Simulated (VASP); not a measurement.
# NiSb in VASP: notebook, part 2 of 2

VASP 6.6.1.

## Step 4: Single point, PBE, collinear spin, zero start

The input, INCAR:

```
SYSTEM = NiSb
  PREC = Accurate
  ENCUT = 520
  EDIFF = 1E-6
  ISMEAR = 0
  SIGMA = 0.05
  LREAL = .False.
  LASPH = .True.
  NELM = 150
  ALGO = Normal
  ISIF = 2
  LWAVE = .False.
  LCHARG = .False.
  ISPIN = 2
  MAGMOM = 0 0 0 0
  LORBIT = 11
  LMAXMIX = 4
  GGA = PE
  NBANDS = 27
```

The input, KPOINTS:

```
Automatic mesh
0
Gamma
  12 12 8
  0 0 0
```

The input, POSCAR:

```
NiSb
1.0
    3.9280000000      0.0000000000      0.0000000000
   -1.9640000000      3.4017477861      0.0000000000
    0.0000000000      0.0000000000      5.1200000000
Ni Sb
2 2
Direct
    0.0000000000      0.0000000000      0.0097656250
    0.0000000000      0.0000000000      0.5000000000
    0.3333333333      0.6666666667      0.2500000000
    0.6666666667      0.3333333333      0.7500000000
```

Potentials or basis: VASP PAW PBE potentials, release 64 (Ni, Sb).

Command:

```
$ cat potpaw_PBE.64/Ni/POTCAR potpaw_PBE.64/Sb/POTCAR > POTCAR
$ mpirun -np 1 vasp_std > vasp.out
```

OUTCAR:

```text
SYSTEM = NiSb
   PREC = Accurate
   ENCUT = 520
   EDIFF = 1E-6
   ISMEAR = 0
   LREAL = .False.
   LASPH = .True.
   NELM = 150
   ISIF = 2
   ISPIN = 2
   LORBIT = 11
   GGA = PE

 ion  position               nearest neighbor table
   1  0.000  0.000  0.010-   2 2.51   3 2.58   3 2.58   3 2.58   2 2.61   4 2.63   4 2.63   4 2.63

   2  0.000  0.000  0.500-   1 2.51   3 2.60   4 2.60   4 2.60   3 2.60   4 2.60   3 2.60   1 2.61

   3  0.333  0.667  0.250-   1 2.58   1 2.58   1 2.58   2 2.60   2 2.60   2 2.60   4 3.42   4 3.42
                             4 3.42   4 3.42   4 3.42   4 3.42
   4  0.667  0.333  0.750-   2 2.60   2 2.60   2 2.60   1 2.63   1 2.63   1 2.63   3 3.42   3 3.42
                             3 3.42   3 3.42   3 3.42   3 3.42

  LATTYP: Found a hexagonal cell.
 ALAT       =     3.9280000000
 C/A-ratio  =     1.3034623218

  Lattice vectors:

 A1 = (   3.9280000000,   0.0000000000,   0.0000000000)
 A2 = (  -1.9640000000,   3.4017477861,   0.0000000000)
 A3 = (   0.0000000000,   0.0000000000,   5.1200000000)

Analysis of symmetry for initial positions (statically):
=====================================================================
 Subroutine PRICEL returns:
 Original cell was already a primitive cell.

 Routine SETGRP: Setting up the symmetry group for a
 hexagonal supercell.

 Subroutine GETGRP returns: Found  6 space group operations
 (whereof  6 operations were pure point group operations)
 out of a pool of 24 trial point group operations.

The static configuration has the point symmetry C_3v.

Analysis of symmetry for dynamics (positions and initial velocities):
=====================================================================
 Subroutine PRICEL returns:
 Original cell was already a primitive cell.

 Routine SETGRP: Setting up the symmetry group for a
 hexagonal supercell.

 Subroutine GETGRP returns: Found  6 space group operations
 (whereof  6 operations were pure point group operations)
 out of a pool of 24 trial point group operations.

The dynamic configuration has the point symmetry C_3v.

Analysis of structural, dynamic, and magnetic symmetry:
=====================================================================
 Subroutine PRICEL returns:
 Original cell was already a primitive cell.

 Routine SETGRP: Setting up the symmetry group for a
 hexagonal supercell.

 Subroutine GETGRP returns: Found  6 space group operations
 (whereof  6 operations were pure point group operations)
 out of a pool of 24 trial point group operations.

The overall configuration has the point symmetry C_3v.

 Subroutine INISYM returns: Found  6 space group operations
 (whereof  6 operations are pure point group operations),
 and found     1 'primitive' translations

----------------------------------------------------------------------------------------

                                     Primitive cell

  volume of cell :      68.4138

  direct lattice vectors                    reciprocal lattice vectors
     3.928000000  0.000000000  0.000000000     0.254582485  0.146983266  0.000000000
    -1.964000000  3.401747786  0.000000000     0.000000000  0.293966532  0.000000000
     0.000000000  0.000000000  5.120000000     0.000000000  0.000000000  0.195312500

  length of vectors
     3.928000000  3.928000000  5.120000000     0.293966532  0.293966532  0.195312500

  position of ions in fractional coordinates (direct lattice)
     0.000000000  0.000000000  0.009765625
[... 81 lines left out ...]
   NELM   =    150;   NELMIN=  2; NELMDL= -5     # of ELM steps
   EDIFF  = 0.1E-05   stopping-criterion for ELM
   LREAL  =      F    real-space projection
   EDIFFG = 0.1E-04   stopping-criterion for IOM
   NSW    =      0    number of steps for IOM
   IBRION =     -1    ionic relax: 0-MD 1-quasi-New 2-CG
   NFREE  =      0    steps in history (QN), initial steepest desc. (CG)
   ISIF   =      2    stress and relaxation
   ISYM   =      2    0-nonsym 1-usesym 2-fastsym
   POTIM  = 0.5000    time-step for ionic-motion
   TEBEG  =    0.0;   TEEND  =   0.0 temperature during run
   PSTRESS=    0.0 pullay stress
   NELECT =      30.0000    total number of electrons
   NUPDOWN=      -1.0000    fix difference up-down
   EMIN   =  10.00;   EMAX   =-10.00  energy-range for DOS
   EFERMI =   0.00;   METHOD = LEGACY
   ISMEAR =     0;   SIGMA  =   0.05  broadening in eV -4-tet -1-fermi 0-gaus
   EFERMI_NEDOS =   21; number of points for ismear=-14 and -15
   IALGO  =     38    algorithm
   IMIX   =      4    mixing-type and parameters
     AMIX     =   0.40;   BMIX     =  1.00
     AMIX_MAG =   1.60;   BMIX_MAG =  1.00
  volume/ion in A,a.u.               =      17.10       115.42
  Fermi-wavevector in a.u.,A,eV,Ry     =   1.243753  2.350352 21.047138  1.546921
  Thomas-Fermi vector in A             =   2.378050
   LORBIT       =     11    0 simple, 1 ext, 2 COOP (PROOUT), +10 PAW based schemes
   GGA     = PE    functional components
   LHFCALC =     F    Hartree Fock is set to
   AEXX    =    0.0000 exact exchange contribution
   IVDW    =     0    specifies the selected vdW correction
   LEPSILON=     F    determine dielectric tensor
   LRPA    =     F    only Hartree local field effects (RPA)
 spin polarized calculation
 Gauss-broadening in eV      SIGMA  =   0.05
  energy-cutoff  :      520.00
  volume of cell :       68.41
 maximum number of plane-waves:      1892
 NGX is ok and might be reduce to    30
   NGX = 15   NGY = 15   NGZ = 19

 number of electron      30.0000028 magnetization       0.0000011

 number of electron      30.0000028 magnetization      -0.0000004

 Free energy of the ion-electron system (eV)
  ---------------------------------------------------
  ext. energy  EPLUGINS =         0.00000000
  ---------------------------------------------------
  free energy    TOTEN  =       -20.27754314 eV

  energy without entropy =      -20.27571962  energy(sigma->0) =      -20.27663138

 E-fermi :  10.0954     XC(G=0): -11.5310

 val. band max:       10.0932585956   @ k =   0.1667   0.1667   0.3750
 cond. band min:      10.1313326849   @ k =   0.2500   0.0833   0.5000
 fundamental gap:      0.0380740893
 Fermi energy:        10.0953732422

 spin component 1

 k-point     1 :       0.0000    0.0000    0.0000
  band No.  band energies     occupation
      1      -2.9330      1.00000
      2       1.6348      1.00000
      3       3.8013      1.00000
      4       6.1252      1.00000
      5       6.1252      1.00000
      6       6.8963      1.00000
[... 709 lines left out ...]
     26      20.3888      0.00000
     27      20.4867      0.00000

 [... further k-points ...]

 spin component 2

 k-point     1 :       0.0000    0.0000    0.0000
  band No.  band energies     occupation
      1      -2.9330      1.00000
      2       1.6348      1.00000
      3       3.8013      1.00000
      4       6.1252      1.00000
      5       6.1252      1.00000
      6       6.8963      1.00000
[... 709 lines left out ...]
     26      20.3888      0.00000
     27      20.4867      0.00000

 [... further k-points ...]
[... 5 lines left out ...]
  --------------------------------------------------------------------------------------
  -------------------------------------------------------------------------------------
  Total        1.6386063      1.6386063      1.5108340      0.0000000      0.0000000     -0.0000000
  in kB       38.3744039     38.3744039     35.3821150      0.0000000      0.0000000     -0.0000000
  external PRESSURE =      37.3769743 kB  Pullay stress =       0.0000000 kB

 VOLUME and BASIS-vectors are now :
 -----------------------------------------------------------------------------
  energy-cutoff  :      520.00
  volume of cell :       68.41
      direct lattice vectors                 reciprocal lattice vectors
     3.928000000  0.000000000  0.000000000     0.254582485  0.146983266  0.000000000
    -1.964000000  3.401747786  0.000000000     0.000000000  0.293966532  0.000000000
     0.000000000  0.000000000  5.120000000     0.000000000  0.000000000  0.195312500

 POSITION                                       TOTAL-FORCE (eV/Angst)
 -----------------------------------------------------------------------------------
      0.00000      0.00000      0.05000         0.000000      0.000000     -0.474069
      0.00000      0.00000      2.56000         0.000000      0.000000      0.277160
     -0.00000      2.26783      1.28000        -0.000000      0.000000      0.101613
      1.96400      1.13392      3.84000        -0.000000      0.000000      0.095296
 -----------------------------------------------------------------------------------
    total drift:                                0.000000     -0.000000      0.000490

  FREE ENERGIE OF THE ION-ELECTRON SYSTEM (eV)
  ---------------------------------------------------
  free  energy   TOTEN  =       -20.2775431351 eV

  energy  without entropy=      -20.2757196156  energy(sigma->0) =      -20.27663138

 total charge

# of ion       s       p       d       tot
------------------------------------------
    1        0.451   0.487   8.468   9.406
    2        0.450   0.487   8.468   9.405
    3        1.129   1.230   0.078   2.437
    4        1.133   1.218   0.074   2.424
--------------------------------------------------
tot          3.163   3.421  17.088  23.672

 magnetization (x)

# of ion       s       p       d       tot
------------------------------------------
    1       -0.000  -0.000   0.000   0.000
    2       -0.000  -0.000  -0.000  -0.000
    3        0.000  -0.000   0.000  -0.000
    4       -0.000  -0.000  -0.000  -0.000
--------------------------------------------------
tot         -0.000  -0.000  -0.000  -0.000
```

stdout:

```text
POSCAR found type information on POSCAR NiSb
 POSCAR found :  2 types and       4 ions
 scaLAPACK will be used
 LDA part: xc-table for (Slater+PW92), standard interpolation
 POSCAR, INCAR and KPOINTS ok, starting setup
 FFT: planning ... GRIDC
 FFT: planning ... GRID_SOFT
 FFT: planning ... GRID
 WAVECAR not read
 entering main loop
```

Run time: 9.6 min. Hardware: 1 thread of Oxide Virtual Turin-like, shared host; peak memory 0.44 GiB.

What came out:

- Free energy: -20.2775 eV
- Pressure: 3.7 GPa
- Largest force: 0.474 eV/Å
- Band gap on the k mesh: zero (filled and empty bands overlap)
- Net moment: 0.00 μB per cell
- Valence electrons inside the program's atomic spheres: Ni 9.41, 9.40; Sb 2.44, 2.42

Forces in eV/Å, atoms in the order of the input:
```
Ni   0.000  0.000 -0.474
Ni   0.000  0.000  0.277
Sb   0.000  0.000  0.102
Sb   0.000  0.000  0.095
```

Stress tensor (GPa, compression positive):
```
3.84 0.00 0.00
0.00 3.84 0.00
0.00 0.00 3.54
```

Caveat: spin-orbit coupling is left out, which moves the levels of the heavy elements.
